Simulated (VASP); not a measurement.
Write the native input for VASP 6.6.1 that does the following.

| Item | Value |
| --- | --- |
| Task | single point |
| Functional | PBE |
| Potentials or basis | VASP PAW PBE potentials, release 64 (Cs_sv, Pb_d, Cl) |
| Cutoff | 520 eV |
| k mesh | 4 × 4 × 4 |
| Occupations | gaussian, width 0.01 eV |
| Spin | no spin polarisation |
| Dipole correction | no |
| Further INCAR settings | ALGO = Normal; EDIFF = 1e-06; NBANDS = 30 |

The structure of CsPbCl3 lies in POSCAR:

```
CsPbCl3
1.0
    5.6770717564      0.0000000000      0.0000000000
    0.0000000000      5.6770717564      0.0000000000
    0.0000000000      0.0000000000      5.6770717564
Cs Pb Cl
1 1 3
Direct
    0.0000000000      0.0000000000      0.0000000000
    0.5000000000      0.5000000000      0.5000000000
    0.5000000000      0.5000000000      0.0000000000
    0.5000000000      0.0000000000      0.5000000000
    0.0000000000      0.5000000000      0.5000000000
```

One way to write it, as run:

INCAR

```
SYSTEM = CsPbCl3
  PREC = Accurate
  ENCUT = 520
  EDIFF = 1E-6
  ISMEAR = 0
  SIGMA = 0.01
  LREAL = .FALSE.
  LASPH = .TRUE.
  NELM = 100
  ALGO = Normal
  ISIF = 2
  LWAVE = .FALSE.
  LCHARG = .FALSE.
  GGA = PE
  NBANDS = 30
```

KPOINTS

```
regular mesh
0
G
  4 4 4
  0 0 0
```

Potentials or basis: VASP PAW PBE potentials, release 64 (Cs_sv, Pb_d, Cl).

The run is started by

```console
$ cat potpaw_PBE.64/Cs_sv/POTCAR potpaw_PBE.64/Pb_d/POTCAR potpaw_PBE.64/Cl/POTCAR > POTCAR
$ mpirun -np 1 vasp_std > vasp.out
```

It gave:

```yaml
Pressure: 0.7 GPa
Band_gap_on_the_k_mesh: 2.10 eV
```

Caveat: spin-orbit coupling is left out, which moves the levels of the heavy elements.

It took 31 s on 1 thread of Intel(R) Xeon(R) 6975P-C (Granite Rapids), on a shared host, peak memory 0.27 GiB.
